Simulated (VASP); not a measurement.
The system is LaB6.

```
CELL_PARAMETERS angstrom
4.15700 0.00000 0.00000
0.00000 4.15700 0.00000
0.00000 0.00000 4.15700
ATOMIC_POSITIONS crystal
La 0.00000 0.00000 0.00000
B 0.19750 0.50000 0.50000
B 0.50000 0.19750 0.50000
B 0.80250 0.50000 0.50000
B 0.50000 0.80250 0.50000
B 0.50000 0.50000 0.19750
B 0.50000 0.50000 0.80250
```

| Quantity | Value |
| --- | --- |
| Program | VASP 6.6.1 |
| Task | relaxation of cell and atoms |
| Functional | PBE |
| Potentials or basis | VASP PAW PBE potentials, release 64 (La, B) |
| Cutoff | 600 eV |
| k mesh | 8 × 8 × 8 |
| Occupations | gaussian, width 0.1 eV |
| Spin | no spin polarisation |

At the start: pressure -0.8 GPa; volume 10.26 Å³/atom.

Task: How do energy, volume and symmetry change on relaxing?

Result: Over 3 steps the energy falls by 2.4 meV/atom and the volume is 10.24 Å³/atom (-0.2 %); space group Pm-3m (No. 221, to 0.1 Å) before and after.

The path:
```tsv
step	energy change (eV)	largest force (eV/Å)	pressure (GPa)	volume (Å³)
1	0.0000	0.5960	-0.78	71.84
2	0.0570	1.2386	2.17	71.32
3	-0.0171	0.0014	0.01	71.67
```

Final structure:
```
CELL_PARAMETERS angstrom
4.15375 0.00000 0.00000
0.00000 4.15375 0.00000
0.00000 0.00000 4.15375
ATOMIC_POSITIONS crystal
La 0.00000 0.00000 0.00000
B 0.19974 0.50000 0.50000
B 0.50000 0.19974 0.50000
B 0.80026 0.50000 0.50000
B 0.50000 0.80026 0.50000
B 0.50000 0.50000 0.19974
B 0.50000 0.50000 0.80026
```
